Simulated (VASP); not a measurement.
# Zn (P6_3/mmc) in VASP: a series of runs

Zn is run at these levels: LDA; tasks: single point.

All numbers are computed with VASP 6.6.1; they aren't measurements. Logs are shortened: lines on timing, memory, paths and dates and some standing lists are left out, and cuts for length are marked.

### 1 The cell of the first run

Symmetry: P6_3/mmc, No. 194, hexagonal system. The conventional cell has a = 2.571 Å, b = 2.571 Å, c = 4.736 Å, α = 90.00°, β = 90.00°, γ = 120.00°. Zn (site symmetry -6m2) has 12 Zn at 2.57 to 2.79 Å within 3.4 Å.

### 2 Single point, LDA

INCAR

```
ALGO = Normal ; EDIFF = 1E-6
ENCUT = 520 ; ISIF = 2
ISMEAR = -1 ; LASPH = True
LCHARG = False ; LREAL = False
LWAVE = False ; NBANDS = 19
NELM = 60 ; PREC = Accurate
SIGMA = 0.1
```

KPOINTS

```
k-points
0
Gamma
  7 7 3
```

POSCAR

```
Zn
1.0
    2.5709734941      0.0000000000      0.0000000000
   -1.2854867470      2.2265283583      0.0000000000
    0.0000000000      0.0000000000      4.7361908757
Zn
2
Direct
    0.3333333333      0.6666666667      0.2500000000
    0.6666666667      0.3333333333      0.7500000000
```

Potentials or basis: VASP PAW LDA potentials, release 64 (Zn).

On the command line:

```
$ cat potpaw_LDA.64/Zn/POTCAR > POTCAR
$ mpirun -np 1 vasp_std > vasp.out
```

OUTCAR:

```text
EDIFF = 1E-6
   ENCUT = 520
   ISIF = 2
   ISMEAR = -1
   LASPH = True
   LREAL = False
   NELM = 60
   PREC = Accurate

 ion  position               nearest neighbor table
   1  0.333  0.667  0.250-   2 2.79   2 2.79   2 2.79   2 2.79   2 2.79   2 2.79
   2  0.667  0.333  0.750-   1 2.79   1 2.79   1 2.79   1 2.79   1 2.79   1 2.79

  LATTYP: Found a hexagonal cell.
 ALAT       =     2.5709734941
 C/A-ratio  =     1.8421780258

  Lattice vectors:

 A1 = (   2.5709734941,   0.0000000000,   0.0000000000)
 A2 = (  -1.2854867470,   2.2265283583,   0.0000000000)
 A3 = (   0.0000000000,   0.0000000000,   4.7361908757)

Analysis of symmetry for initial positions (statically):
=====================================================================
 Subroutine PRICEL returns:
 Original cell was already a primitive cell.

 Routine SETGRP: Setting up the symmetry group for a
 hexagonal supercell.

 Subroutine GETGRP returns: Found 24 space group operations
 (whereof 12 operations were pure point group operations)
 out of a pool of 24 trial point group operations.

The static configuration has the point symmetry D_3d.
 The point group associated with its full space group is D_6h.

Analysis of symmetry for dynamics (positions and initial velocities):
=====================================================================
 Subroutine PRICEL returns:
 Original cell was already a primitive cell.

 Routine SETGRP: Setting up the symmetry group for a
 hexagonal supercell.

 Subroutine GETGRP returns: Found 24 space group operations
 (whereof 12 operations were pure point group operations)
 out of a pool of 24 trial point group operations.

The dynamic configuration has the point symmetry D_3d.
 The point group associated with its full space group is D_6h.

 Subroutine INISYM returns: Found 24 space group operations
 (whereof 12 operations are pure point group operations),
 and found     1 'primitive' translations

----------------------------------------------------------------------------------------

                                     Primitive cell

  volume of cell :      27.1116

  direct lattice vectors                    reciprocal lattice vectors
     2.570973494  0.000000000  0.000000000     0.388957724  0.224564847  0.000000000
    -1.285486747  2.226528358  0.000000000     0.000000000  0.449129694  0.000000000
     0.000000000  0.000000000  4.736190876     0.000000000  0.000000000  0.211140139

  length of vectors
     2.570973494  2.570973494  4.736190876     0.449129694  0.449129694  0.211140139

  position of ions in fractional coordinates (direct lattice)
     0.333333333  0.666666667  0.250000000
     0.666666667  0.333333333  0.750000000

  ion indices of the primitive-cell ions
   primitive index   ion index
                 1           1
                 2           2

----------------------------------------------------------------------------------------

 KPOINTS: k-points

Automatic generation of k-mesh.
 Grid dimensions read from file:
 generate k-points for:    7    7    3

 Generating k-lattice:

  Cartesian coordinates                     Fractional coordinates (reciprocal lattice)
     0.055565389  0.032080692  0.000000000     0.142857143  0.000000000  0.000000000
     0.000000000  0.064161385  0.000000000     0.000000000  0.142857143  0.000000000
     0.000000000  0.000000000  0.070380046     0.000000000  0.000000000  0.333333333

  Length of vectors
     0.064161385  0.064161385  0.070380046

  Shift w.r.t. Gamma in fractional coordinates (k-lattice)
     0.000000000  0.000000000  0.000000000

 Subroutine IBZKPT returns following result:
 ===========================================

 Found     16 irreducible k-points:

 Following reciprocal coordinates:
            Coordinates               Weight
  0.000000  0.000000  0.000000      1.000000
  0.142857  0.000000  0.000000      6.000000
  0.285714  0.000000  0.000000      6.000000
  0.428571  0.000000  0.000000      6.000000
  0.142857  0.142857  0.000000      6.000000
  0.285714  0.142857  0.000000     12.000000
[... 8 lines left out ...]
  0.428571  0.142857  0.333333     12.000000
  0.285714  0.285714  0.333333     12.000000
   k-points           NKPTS =     16   k-points in BZ     NKDIM =     16   number of bands    NBANDS=     19
   number of dos      NEDOS =    301   number of ions     NIONS =      2
   total plane-waves  NPLWV =  14400
   dimension x,y,z NGX =    20 NGY =   20 NGZ =   36
   dimension x,y,z NGXF=    40 NGYF=   40 NGZF=   72
   ions per type =               2
   NGX,Y,Z   is equivalent  to a cutoff of  12.93, 12.93, 12.64 a.u.
   NGXF,Y,Z  is equivalent  to a cutoff of  25.87, 25.87, 25.27 a.u.
 SYSTEM =  unknown system
   PREC   = accura    normal or accurate (medium, high low for compatibility)
   ISTART =      0    job   : 0-new  1-cont  2-samecut
   ICHARG =      2    charge: 1-file 2-atom 10-const
   ISPIN  =      1    spin polarized calculation?
   LNONCOLLINEAR =      F non collinear calculations
   LSORBIT =      F    spin-orbit coupling
   LASPH  =      T    aspherical Exc in radial PAW
   ENCUT  =  520.0 eV  38.22 Ry    6.18 a.u.   4.78  4.78  8.81*2*pi/ulx,y,z
   NELM   =     60;   NELMIN=  2; NELMDL= -5     # of ELM steps
   EDIFF  = 0.1E-05   stopping-criterion for ELM
   LREAL  =      F    real-space projection
   EDIFFG = 0.1E-04   stopping-criterion for IOM
   NSW    =      0    number of steps for IOM
   IBRION =     -1    ionic relax: 0-MD 1-quasi-New 2-CG
   NFREE  =      0    steps in history (QN), initial steepest desc. (CG)
   ISIF   =      2    stress and relaxation
   ISYM   =      2    0-nonsym 1-usesym 2-fastsym
   POTIM  = 0.5000    time-step for ionic-motion
   TEBEG  =    0.0;   TEEND  =   0.0 temperature during run
   PSTRESS=    0.0 pullay stress
   NELECT =      24.0000    total number of electrons
   NUPDOWN=      -1.0000    fix difference up-down
   EMIN   =  10.00;   EMAX   =-10.00  energy-range for DOS
   EFERMI =   0.00;   METHOD = LEGACY
   ISMEAR =    -1;   SIGMA  =   0.10  broadening in eV -4-tet -1-fermi 0-gaus
   EFERMI_NEDOS =   21; number of points for ismear=-14 and -15
   IALGO  =     38    algorithm
   IMIX   =      4    mixing-type and parameters
     AMIX     =   0.40;   BMIX     =  1.00
     AMIX_MAG =   1.60;   BMIX_MAG =  1.00
  volume/ion in A,a.u.               =      13.56        91.48
  Fermi-wavevector in a.u.,A,eV,Ry     =   1.571907  2.970474 33.618530  2.470892
  Thomas-Fermi vector in A             =   2.673421
   LORBIT       =      0    0 simple, 1 ext, 2 COOP (PROOUT), +10 PAW based schemes
   GGA     = CA    functional components
   LHFCALC =     F    Hartree Fock is set to
   AEXX    =    0.0000 exact exchange contribution
   IVDW    =     0    specifies the selected vdW correction
   LEPSILON=     F    determine dielectric tensor
   LRPA    =     F    only Hartree local field effects (RPA)
 non-spin polarized calculation
  energy-cutoff  :      520.00
  volume of cell :       27.11
 maximum number of plane-waves:       742
 NGX is ok and might be reduce to    20
   NGX =  9   NGY =  9   NGZ = 17

 number of electron      23.9999991 magnetization

 Free energy of the ion-electron system (eV)
  ---------------------------------------------------
  ext. energy  EPLUGINS =         0.00000000
  ---------------------------------------------------
  free energy    TOTEN  =        -3.82489259 eV

  energy without entropy =       -3.80518053  energy(sigma->0) =       -3.81503656

 E-fermi :   3.8529     XC(G=0): -12.5130

 val. band max:        3.7830895747   @ k =   0.2857   0.2857   0.3333
 cond. band min:       3.9628852589   @ k =   0.2857   0.1429   0.0000
 fundamental gap:      0.1797956841
 Fermi energy:         3.8529388523

 k-point     1 :       0.0000    0.0000    0.0000
  band No.  band energies     occupation
      1      -7.6012      2.00000
      2      -5.4671      2.00000
      3      -4.5878      2.00000
      4      -4.3239      2.00000
      5      -4.3239      2.00000
      6      -4.2586      2.00000
[... 11 lines left out ...]
     18      24.0352      0.00000
     19      24.1820      0.00000

 k-point     2 :       0.1429    0.0000    0.0000
  band No.  band energies     occupation
      1      -6.9611      2.00000
      2      -5.1935      2.00000
      3      -4.5450      2.00000
      4      -4.3764      2.00000
      5      -4.2935      2.00000
      6      -4.1586      2.00000
[... 11 lines left out ...]
     18      21.8244      0.00000
     19      23.1116      0.00000

 k-point     3 :       0.2857    0.0000    0.0000
  band No.  band energies     occupation
      1      -5.4800      2.00000
      2      -5.0037      2.00000
      3      -4.6156      2.00000
      4      -4.4071      2.00000
      5      -4.2875      2.00000
      6      -4.1316      2.00000
[... 11 lines left out ...]
     18      19.9666      0.00000
     19      21.8711      0.00000

 k-point     4 :       0.4286    0.0000    0.0000
  band No.  band energies     occupation
      1      -5.2113      2.00000
      2      -5.1210      2.00000
      3      -4.9089      2.00000
      4      -4.3058      2.00000
      5      -4.1754      2.00000
      6      -4.1376      2.00000
[... 11 lines left out ...]
     18      19.2209      0.00000
     19      20.6683      0.00000

 k-point     5 :       0.1429    0.1429    0.0000
  band No.  band energies     occupation
      1      -5.8068      2.00000
      2      -4.8461      2.00000
      3      -4.6266      2.00000
      4      -4.4524      2.00000
      5      -4.4138      2.00000
      6      -4.2653      2.00000
[... 11 lines left out ...]
     18      19.2599      0.00000
     19      20.4663      0.00000
[... 158 lines left out ...]
      2      -4.7722      2.00000
      3      -4.6534      2.00000
      4      -4.5621      2.00000
      5      -4.4936      2.00000
      6      -4.3934      2.00000
[... 11 lines left out ...]
     18      16.2017      0.00000
     19      24.8611      0.00000

 k-point    14 :       0.2857    0.1429    0.3333
  band No.  band energies     occupation
      1      -4.9917      2.00000
      2      -4.8791      2.00000
      3      -4.7170      2.00000
      4      -4.6305      2.00000
      5      -4.2157      2.00000
      6      -4.0356      2.00000
[... 11 lines left out ...]
     18      15.9346      0.00000
     19      19.8180      0.00000

 k-point    15 :       0.4286    0.1429    0.3333
  band No.  band energies     occupation
      1      -5.0701      2.00000
      2      -4.9956      2.00000
      3      -4.7183      2.00000
      4      -4.6950      2.00000
      5      -4.2121      2.00000
      6      -3.8649      2.00000
[... 11 lines left out ...]
     18      14.2356      0.00000
     19      20.4315      0.00000

 k-point    16 :       0.2857    0.2857    0.3333
  band No.  band energies     occupation
      1      -4.7875      2.00000
      2      -4.6829      2.00000
      3      -4.6048      2.00000
      4      -4.4551      2.00000
      5      -4.4221      2.00000
      6      -4.1925      2.00000
[... 11 lines left out ...]
     18      16.3658      0.00000
     19      17.8102      0.00000

------------------------ aborting loop because EDIFF is reached ----------------------------------------

  FORCE on cell =-STRESS in cart. coord.  units (eV):
  Direction    XX          YY          ZZ          XY          YZ          ZX
  --------------------------------------------------------------------------------------
  -------------------------------------------------------------------------------------
  Total        0.1559981      0.1559981     -0.0800011      0.0000000      0.0000000      0.0000000
  in kB        9.2188077      9.2188077     -4.7277186      0.0000000      0.0000000      0.0000000
  external PRESSURE =       4.5699656 kB  Pullay stress =       0.0000000 kB

 VOLUME and BASIS-vectors are now :
 -----------------------------------------------------------------------------
  energy-cutoff  :      520.00
  volume of cell :       27.11
      direct lattice vectors                 reciprocal lattice vectors
     2.570973494  0.000000000  0.000000000     0.388957724  0.224564847  0.000000000
    -1.285486747  2.226528358  0.000000000     0.000000000  0.449129694  0.000000000
     0.000000000  0.000000000  4.736190876     0.000000000  0.000000000  0.211140139

 POSITION                                       TOTAL-FORCE (eV/Angst)
 -----------------------------------------------------------------------------------
     -0.00000      1.48435      1.18405        -0.000000      0.000000      0.000000
      1.28549      0.74218      3.55214         0.000000     -0.000000      0.000000
 -----------------------------------------------------------------------------------
    total drift:                                0.000000     -0.000000      0.000000

  FREE ENERGIE OF THE ION-ELECTRON SYSTEM (eV)
  ---------------------------------------------------
  free  energy   TOTEN  =        -3.8248925916 eV

  energy  without entropy=       -3.8051805337  energy(sigma->0) =       -3.81503656
```

Wall time 3 s (1 thread of Intel Xeon 6975P-C (Granite Rapids), shared host); peak memory 0.12 GiB.

What came out:

| Item | Value |
| --- | --- |
| Free energy | -3.8249 eV |
| Pressure | 0.5 GPa |
| Band gap on the k mesh | zero (band 12 reaches 5.21 eV, above the bottom of band 13 at 0.86 eV) |

Levels at points of the mesh, in eV from the Fermi level:
```tsv
k point	band 9	band 10	band 11	band 12	band 13	band 14	band 15	band 16
(0.00, 0.00, 0.00)	-7.71	-7.44	-7.44	-4.26	-2.99	14.80	18.59	18.59
```

Caveat: the k points lie up to 0.44 Å⁻¹ apart.

### 3 Single point, LDA

INCAR

```
PREC = Accurate
ENCUT = 520
EDIFF = 1E-6
ISMEAR = -1
SIGMA = 0.1
LREAL = F
LASPH = T
NELM = 80
ALGO = Normal
ISIF = 2
LWAVE = F
LCHARG = F
GGA = CA
NBANDS = 19
```

KPOINTS

```
Automatic mesh
0
Gamma
  9 9 4
```

POSCAR is that of step 2.

Potentials or basis: VASP PAW LDA potentials, release 64 (Zn).

On the command line:

```
$ cat potpaw_LDA.64/Zn/POTCAR > POTCAR
$ mpirun -np 1 vasp_std > vasp.out
```

Wall time 5.3 s (1 thread of Intel Xeon 6975P-C (Granite Rapids), shared host); peak memory 0.13 GiB.

Results (log left out):

- Free energy: -3.7257 eV
- Pressure: 0.6 GPa
- Band gap on the k mesh: zero (band 12 reaches 4.64 eV, above the bottom of band 13 at 0.86 eV)

Stress tensor (GPa, compression positive):
```
 1.70  0.00  0.00
 0.00  1.70  0.00
 0.00  0.00 -1.72
```

Levels at points of the mesh, in eV from the Fermi level:
```
           k point  band 8  band 9  band 10  band 11  band 12  band 13  band 14  band 15  band 16  band 17
(0.00, 0.00, 0.00)   -7.87   -7.87    -7.60    -7.60    -4.41    -3.14    14.65    18.44    18.44    18.50
(0.00, 0.00, 0.50)   -8.32   -7.71    -7.71    -7.71    -7.71     4.87     4.87    19.88    19.88    19.88
```

### 4 Single point, LDA

INCAR

```
ALGO = Normal
EDIFF = 1E-7
ENCUT = 520
ISIF = 2
ISMEAR = -1
LASPH = True
LCHARG = False
LREAL = False
LWAVE = False
NBANDS = 19
NELM = 80
PREC = Accurate
SIGMA = 0.1
```

KPOINTS

```
k-points
0
Gamma
  11 11 6
```

POSCAR is that of step 3.

On the command line:

```
$ cat potpaw_LDA.64/Zn/POTCAR > POTCAR
$ mpirun -np 1 vasp_std > vasp.out
```

Run time: 9.3 s. Hardware: 1 thread of Intel Xeon 6975P-C (Granite Rapids), shared host; peak memory 0.14 GiB.

It converged, with:

| Item | Value |
| --- | --- |
| Free energy | -3.7461 eV |
| Pressure | 1.0 GPa |
| Band gap on the k mesh | zero (band 12 reaches 5.51 eV, above the bottom of band 13 at 0.86 eV) |

Stress tensor (GPa, compression positive):
```
 1.91  0.00  0.00
 0.00  1.91  0.00
 0.00  0.00 -0.94
```

Levels at points of the mesh, in eV from the Fermi level:
| k point | band 8 | band 9 | band 10 | band 11 | band 12 | band 13 | band 14 | band 15 | band 16 | band 17 |
| --- | --- | --- | --- | --- | --- | --- | --- | --- | --- | --- |
| (0.00, 0.00, 0.00) | -7.49 | -7.49 | -7.22 | -7.22 | -4.04 | -2.77 | 15.02 | 18.81 | 18.81 | 18.88 |
| (0.00, 0.00, 0.50) | -7.94 | -7.33 | -7.33 | -7.33 | -7.33 | 5.24 | 5.24 | 20.26 | 20.26 | 20.26 |

### 5 Single point, LDA

INCAR

```
ALGO     = Normal         # electronic algorithm
EDIFF    = 1E-7           # SCF threshold, eV
ENCUT    = 520            # plane-wave cutoff, eV
ISIF     = 2              # what is computed and relaxed
ISMEAR   = -1             # smearing method
LASPH    = True           # aspherical terms in the spheres
LCHARG   = False          # write CHGCAR
LREAL    = False          # projectors in reciprocal space
LWAVE    = False          # write WAVECAR
NBANDS   = 19             # bands
NELM     = 80             # most SCF steps
PREC     = Accurate       # precision mode
SIGMA    = 0.1            # smearing width, eV
```

KPOINTS

```
k-points
0
Gamma
  14 14 7
```

POSCAR is that of step 4.

On the command line:

```
$ cat potpaw_LDA.64/Zn/POTCAR > POTCAR
$ mpirun -np 1 vasp_std > vasp.out
```

Run time: 14 s. Hardware: 1 thread of Intel Xeon 6975P-C (Granite Rapids), shared host; peak memory 0.15 GiB.

The run converged. Its results:

| Quantity | Value |
| --- | --- |
| Free energy | -3.7538 eV |
| Pressure | 0.8 GPa |
| Band gap on the k mesh | zero (band 12 reaches 5.21 eV, above the bottom of band 13 at 0.86 eV) |

Stress tensor (GPa, compression positive):
```
 1.48  0.00  0.00
 0.00  1.48  0.00
 0.00  0.00 -0.60
```

Levels at points of the mesh, in eV from the Fermi level:
```tsv
k point	band 9	band 10	band 11	band 12	band 13	band 14	band 15	band 16
(0.00, 0.00, 0.00)	-7.58	-7.31	-7.31	-4.13	-2.86	14.93	18.72	18.72
(0.50, 0.00, 0.00)	-7.11	-7.08	-3.18	-2.25	2.96	3.70	4.83	6.12
```

### 6 Overview

```csv
k mesh,gap on the mesh (eV),pressure (GPa)
7 × 7 × 3,none,0.5
9 × 9 × 4,none,0.6
11 × 11 × 6,none,1.0
14 × 14 × 7,none,0.8
```

Alike in all rows: task single point; level LDA; potentials or basis VASP PAW LDA potentials, release 64 (Zn); no spin polarisation; cell as given; cutoff (eV) 520; smearing fermi-dirac 0.1 eV.

Caveats: some runs use coarse meshes.

Total energies depend on the potentials used, so only differences within one code and one set of settings carry meaning.
